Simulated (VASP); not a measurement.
# MgO (F-43m) in VASP: G0W0 quasiparticle levels with LDA

Aim: the G0W0 quasiparticle levels of MgO with LDA.

Program: VASP 6.6.1. These are calculated values, not measurements. Logs are shortened: lines on timing, memory, paths and dates and some standing lists are left out, and cuts for length are marked.

## (1) The cell of the first run

The structure is cubic, space group F-43m (No. 216). Conventional cell: a = 4.564 Å, b = 4.564 Å, c = 4.564 Å, α = 90.00°, β = 90.00°, γ = 90.00°. Within 2.6 Å of Mg (site symmetry -43m) lie 4 O at 1.98 Å. Within 2.6 Å of O (site symmetry -43m) lie 4 Mg at 1.98 Å.

## (2) G0W0 quasiparticle levels, LDA

POSCAR

```
MgO
1.0
    0.0000000000      2.2820056624      2.2820056624
    2.2820056624      0.0000000000      2.2820056624
    2.2820056624      2.2820056624      0.0000000000
Mg O
1 1
Direct
    0.0000000000      0.0000000000      0.0000000000
    0.2500000000      0.2500000000      0.2500000000
```

INCAR.step1

```
SYSTEM = MgO
ALGO = Normal ; EDIFF = 1E-8
ENCUT = 500 ; ISMEAR = 0
LASPH = .True. ; LCHARG = .False.
LREAL = .False. ; LWAVE = .True.
NELM = 100 ; PREC = Accurate
SIGMA = 0.01
```

INCAR.step2

```
SYSTEM = MgO
ALGO = Exact ; EDIFF = 1E-8
ENCUT = 500 ; ISMEAR = 0
ISTART = 1 ; LASPH = .True.
LCHARG = .False. ; LOPTICS = .True.
LREAL = .False. ; LWAVE = .True.
NBANDS = 64 ; NELM = 1
PREC = Accurate ; SIGMA = 0.01
```

INCAR.step3

```
SYSTEM = MgO
ALGO = EVGW0 ; EDIFF = 1E-8
ENCUT = 500 ; ENCUTGW = 80.0
ISMEAR = 0 ; ISTART = 1
LASPH = .True. ; LCHARG = .False.
LREAL = .False. ; LWAVE = .False.
NBANDS = 64 ; NBANDSGW = 12
NELMGW = 1 ; NOMEGA = 48
PREC = Accurate ; PRECFOCK = Fast
SIGMA = 0.01
```

KPOINTS

```
k-points
0
Gamma
  4 4 4
  0 0 0
```

Potentials or basis: VASP PAW LDA potentials, release 64 (Mg_GW, O_GW).

On the command line:

```bash
cat potpaw_LDA.64/Mg_GW/POTCAR potpaw_LDA.64/O_GW/POTCAR > POTCAR
cp INCAR.step1 INCAR
mpirun -np 1 vasp_std > vasp.out
cp INCAR.step2 INCAR
mpirun -np 1 vasp_std > vasp.out
cp INCAR.step3 INCAR
mpirun -np 1 vasp_std > vasp.out
```

OUTCAR:

```text
SYSTEM = MgO
   EDIFF = 1E-8
   ENCUT = 500
   ENCUTGW = 80.0
   ISMEAR = 0
   ISTART = 1
   LASPH = .True.
   LREAL = .False.
   NELMGW = 1
   PREC = Accurate
   PRECFOCK = Fast

 ion  position               nearest neighbor table
   1  0.000  0.000  0.000-   2 1.98   2 1.98   2 1.98   2 1.98
   2  0.250  0.250  0.250-   1 1.98   1 1.98   1 1.98   1 1.98

  LATTYP: Found a face centered cubic cell.
 ALAT       =     4.5640113248

  Lattice vectors:

 A1 = (   0.0000000000,   2.2820056624,   2.2820056624)
 A2 = (   2.2820056624,   0.0000000000,   2.2820056624)
 A3 = (   2.2820056624,   2.2820056624,   0.0000000000)

Analysis of symmetry for initial positions (statically):
=====================================================================
 Subroutine PRICEL returns:
 Original cell was already a primitive cell.

 Routine SETGRP: Setting up the symmetry group for a
 face centered cubic supercell.

 Subroutine GETGRP returns: Found 24 space group operations
 (whereof 24 operations were pure point group operations)
 out of a pool of 48 trial point group operations.

The static configuration has the point symmetry T_d .

Analysis of symmetry for dynamics (positions and initial velocities):
=====================================================================
 Subroutine PRICEL returns:
 Original cell was already a primitive cell.

 Routine SETGRP: Setting up the symmetry group for a
 face centered cubic supercell.

 Subroutine GETGRP returns: Found 24 space group operations
 (whereof 24 operations were pure point group operations)
 out of a pool of 48 trial point group operations.

The dynamic configuration has the point symmetry T_d .

 Subroutine INISYM returns: Found 24 space group operations
 (whereof 24 operations are pure point group operations),
 and found     1 'primitive' translations

----------------------------------------------------------------------------------------

                                     Primitive cell

  volume of cell :      23.7673

  direct lattice vectors                    reciprocal lattice vectors
     0.000000000  2.282005662  2.282005662    -0.219105504  0.219105504  0.219105504
     2.282005662  0.000000000  2.282005662     0.219105504 -0.219105504  0.219105504
     2.282005662  2.282005662  0.000000000     0.219105504  0.219105504 -0.219105504

  length of vectors
     3.227243357  3.227243357  3.227243357     0.379501865  0.379501865  0.379501865

  position of ions in fractional coordinates (direct lattice)
     0.000000000  0.000000000  0.000000000
     0.250000000  0.250000000  0.250000000

  ion indices of the primitive-cell ions
   primitive index   ion index
                 1           1
                 2           2

----------------------------------------------------------------------------------------

 KPOINTS: k-points

Automatic generation of k-mesh.
 Grid dimensions read from file:
 generate k-points for:    4    4    4

 Generating k-lattice:

  Cartesian coordinates                     Fractional coordinates (reciprocal lattice)
    -0.054776376  0.054776376  0.054776376     0.250000000  0.000000000  0.000000000
     0.054776376 -0.054776376  0.054776376     0.000000000  0.250000000  0.000000000
     0.054776376  0.054776376 -0.054776376     0.000000000  0.000000000  0.250000000

  Length of vectors
     0.094875466  0.094875466  0.094875466

  Shift w.r.t. Gamma in fractional coordinates (k-lattice)
     0.000000000  0.000000000  0.000000000

 Subroutine IBZKPT returns following result:
 ===========================================

 Found      8 irreducible k-points:

 Following reciprocal coordinates:
            Coordinates               Weight
  0.000000  0.000000  0.000000      1.000000
  0.250000  0.000000  0.000000      8.000000
  0.500000  0.000000  0.000000      4.000000
  0.250000  0.250000  0.000000      6.000000
  0.500000  0.250000  0.000000     24.000000
 -0.250000  0.250000  0.000000     12.000000
  0.500000  0.500000  0.000000      3.000000
 -0.250000  0.500000  0.250000      6.000000
   k-points           NKPTS =      8   k-points in BZ     NKDIM =     64   number of bands    NBANDS=     64
   number of dos      NEDOS =    301   number of ions     NIONS =      2
   total plane-waves  NPLWV =  13824
   dimension x,y,z NGX =    24 NGY =   24 NGZ =   24
   dimension x,y,z NGXF=    48 NGYF=   48 NGZF=   48
   ions per type =               1   1
   NGX,Y,Z   is equivalent  to a cutoff of  12.36, 12.36, 12.36 a.u.
   NGXF,Y,Z  is equivalent  to a cutoff of  24.73, 24.73, 24.73 a.u.
 SYSTEM =  MgO
   PREC   = accura    normal or accurate (medium, high low for compatibility)
   ISTART =      1    job   : 0-new  1-cont  2-samecut
   ICHARG =      0    charge: 1-file 2-atom 10-const
   ISPIN  =      1    spin polarized calculation?
   LNONCOLLINEAR =      F non collinear calculations
   LSORBIT =      F    spin-orbit coupling
   LASPH  =      T    aspherical Exc in radial PAW
   ENCUT  =  500.0 eV  36.75 Ry    6.06 a.u.   5.88  5.88  5.88*2*pi/ulx,y,z
   NELM   =     60;   NELMIN=  2; NELMDL=  0     # of ELM steps
   EDIFF  = 0.1E-07   stopping-criterion for ELM
   LREAL  =      F    real-space projection
   EDIFFG = 0.1E-06   stopping-criterion for IOM
   NSW    =      0    number of steps for IOM
   IBRION =     -1    ionic relax: 0-MD 1-quasi-New 2-CG
   NFREE  =      0    steps in history (QN), initial steepest desc. (CG)
   ISIF   =      0    stress and relaxation
   ISYM   =      3    0-nonsym 1-usesym 2-fastsym
   POTIM  = 0.5000    time-step for ionic-motion
   TEBEG  =    0.0;   TEEND  =   0.0 temperature during run
   PSTRESS=    0.0 pullay stress
   NELECT =       8.0000    total number of electrons
   NUPDOWN=      -1.0000    fix difference up-down
   EMIN   =  10.00;   EMAX   =-10.00  energy-range for DOS
   EFERMI =   0.00;   METHOD = LEGACY
   ISMEAR =     0;   SIGMA  =   0.01  broadening in eV -4-tet -1-fermi 0-gaus
   EFERMI_NEDOS =   21; number of points for ismear=-14 and -15
   IALGO  =     38    algorithm
   IMIX   =      4    mixing-type and parameters
     AMIX     =   0.40;   BMIX     =  1.00
     AMIX_MAG =   1.60;   BMIX_MAG =  1.00
  volume/ion in A,a.u.               =      11.88        80.19
  Fermi-wavevector in a.u.,A,eV,Ry     =   1.138793  2.152007 17.644708  1.296849
  Thomas-Fermi vector in A             =   2.275497
   LORBIT       =      0    0 simple, 1 ext, 2 COOP (PROOUT), +10 PAW based schemes
   GGA     = CA    functional components
   LHFCALC =     T    Hartree Fock is set to
   PRECFOCK=fast      Normal, Fast or Accurate (Low or Medium for compatibility)
   ENCUT4O =  -1.0   cutoff for four orbital integrals eV
   NKREDX  =     1    reduce k-point grid by
   NKREDY  =     1    reduce k-point grid by
   NKREDZ  =     1    reduce k-point grid by
   AEXX    =    1.0000 exact exchange contribution
   HFSCREEN=    0.0000 screening length (either q_TF or 0.3 A-1)
   HFSCREENC=   0.0000 screening length for correlation (either q_TF or 0.3 A-1)
   ENCUTFOCK=  -1.0 apply spherical cutoff to Coloumb kernel
   IVDW    =     0    specifies the selected vdW correction
   LEPSILON=     F    determine dielectric tensor
   LRPA    =     F    only Hartree local field effects (RPA)
   LRPAFORCE           =     F    calculate RPA forces
   ENCUTGW             =  80.0    cutoff for response function in eV
   ENCUTGWSOFT         =  64.0    soft cutoff for Coulomb kernel in GW response function in eV
   ENCUTLF             =  -1.0    cutoff for local field effects
   NELMGW              =     1    number of iterations in solving QP/BSE equation
   NELMHF              =     1    number of iterations in the inner HF iteration
   NKREDLFX            =     1    NKREDLFY  =   1   NKREDLFZ  =   1
 non-spin polarized calculation
 Gauss-broadening in eV      SIGMA  =   0.01
  energy-cutoff  :      500.00
  volume of cell :       23.77
 maximum number of plane-waves:       620
  NGX = 14; NGY = 14; NGZ = 14
   NGX = 11   NGY = 11   NGZ = 11
 maximum number of plane-waves:        51
 NGX is ok and might be reduce to    10

 QP shifts <psi_nk| G(iteration)W_0 |psi_nk>: iteration 1
 for sc-GW calculations column KS-energies equals QP-energies in previous step
 and V_xc(KS)=  KS-energies - (<T + V_ion + V_H > + <T+V_H+V_ion>^1  + <V_x>^1)

 k-point   1 :       0.0000    0.0000    0.0000
  band No.  KS-energies  QP-energies   sigma(KS)   V_xc(KS)     V^pw_x(r,r')   Z            occupation Imag(sigma)

      1     -15.1537     -17.2984     -21.3288     -18.2088     -29.9517       0.6874       2.0000       1.0681
      2       0.4529      -0.5275     -20.3869     -19.0824     -24.6213       0.7515       2.0000       0.1213
      3       0.4529      -0.5275     -20.3869     -19.0824     -24.6213       0.7515       2.0000       0.1213
      4       0.4529      -0.5275     -20.3869     -19.0824     -24.6213       0.7515       2.0000       0.1213
      5       4.0007       5.0805      -9.0628     -10.3875      -5.8792       0.8151       0.0000      -0.0720
      6      16.9230      18.6902      -6.9921      -9.2144      -2.6351       0.7953       0.0000      -0.1706
      7      16.9230      18.6902      -6.9921      -9.2144      -2.6351       0.7953       0.0000      -0.1706
      8      16.9230      18.6902      -6.9921      -9.2144      -2.6351       0.7953       0.0000      -0.1706
      9      20.5104      22.3111      -7.1317      -9.3923      -2.6118       0.7965       0.0000      -0.3049
     10      20.5104      22.3111      -7.1317      -9.3923      -2.6118       0.7965       0.0000      -0.3049
     11      20.5976      21.8719      -7.2759      -8.9587      -2.0739       0.7572       0.0000      -0.6025
     12      20.5976      21.8719      -7.2759      -8.9587      -2.0739       0.7572       0.0000      -0.6025

 k-point   2 :       0.2500    0.0000    0.0000
  band No.  KS-energies  QP-energies   sigma(KS)   V_xc(KS)     V^pw_x(r,r')   Z            occupation Imag(sigma)
[... 97 lines left out ...]
      1     -14.2257     -16.4009     -22.5638     -19.3865     -31.0726       0.6846       2.0000       0.8807
      2      -1.3652      -2.6125     -18.0617     -16.3634     -22.2828       0.7344       2.0000       0.1454
      3      -1.2079      -2.3933     -18.4170     -16.8107     -22.6796       0.7380       2.0000       0.1470
      4      -0.6253      -1.7901     -18.5741     -17.0139     -22.6789       0.7466       2.0000       0.1303
      5       7.9871       9.3151      -8.3353      -9.9925      -4.7968       0.8014       0.0000      -0.0931
      6      11.8313      13.4831      -9.8240     -11.9446      -5.8979       0.7789       0.0000      -0.1335
      7      14.0805      16.2046     -10.2123     -12.9592      -5.9160       0.7733       0.0000      -0.2051
      8      14.1280      15.6242      -7.6547      -9.5398      -3.1436       0.7937       0.0000      -0.2538
      9      20.3676      22.1642      -7.4187      -9.7604      -2.3878       0.7672       0.0000      -0.4231
     10      20.7302      22.3492      -7.1760      -9.1698      -2.2975       0.8120       0.0000      -0.5141
     11      24.9238      27.1261      -8.3381     -10.8831      -3.4606       0.8654       0.0000      -0.8598
     12      26.2347      28.7559      -9.1810     -12.2909      -3.7422       0.8107       0.0000      -0.9693
```

It took 46 s on 1 thread of Intel Xeon 8259CL, shared host; peak memory 0.2 GiB.

What came out:

* Band gap on the k mesh, mean-field level: 3.55 eV, direct
* Quasiparticle gap: 5.61 eV
* Least direct quasiparticle gap: 5.61 eV

Caveat: the k points lie up to 0.60 Å⁻¹ apart; bands, screening cutoff and mesh are small and nothing is extrapolated, so the quasiparticle values aren't converged.
